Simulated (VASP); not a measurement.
Input of a VASP 6.6.1 run:

Contents of INCAR:

```
SYSTEM = Mn3SnN
PREC = Accurate
ENCUT = 520
EDIFF = 1E-7
ISMEAR = 0
SIGMA = 0.1
LREAL = .False.
LASPH = .True.
NELM = 150
ALGO = Normal
ISIF = 2
LWAVE = .False.
LCHARG = .True.
ISPIN = 2
MAGMOM = 0.83 0.83 0.83 0 0
LORBIT = 11
LMAXMIX = 4
GGA = PS
LELF = .True.
LVHAR = .True.
NBANDS = 41
```

Contents of KPOINTS:

```
Automatic mesh
0
Gamma
  10 10 10
  0 0 0
```

POSCAR

```
Mn3SnN
1.0
    3.6574554083      0.0000000000      0.0000000000
    0.0000000000      3.6574554083      0.0000000000
    0.0000000000      0.0000000000      3.6574554083
Mn Sn N
3 1 1
Direct
    0.0000000000      0.5000000000      0.5000000000
    0.5000000000      0.0000000000      0.5000000000
    0.5000000000      0.5000000000      0.0000000000
    0.0000000000      0.0000000000      0.0000000000
    0.5000000000      0.5000000000      0.5000000000
```

Potentials or basis: VASP PAW PBE potentials, release 64 (Mn_pv, Sn_d, N).

Launch:

```bash
$ cat potpaw_PBE.64/Mn_pv/POTCAR potpaw_PBE.64/Sn_d/POTCAR potpaw_PBE.64/N/POTCAR > POTCAR
$ mpirun -np 1 vasp_std > vasp.out
```

What does it give for the net moment?

1.92 μB per cell.

Estimate the pressure.

43.6 GPa.

Caveat: the cell stands under pressure; the PAW data sets were made with another functional, which shifts forces and pressure a little.
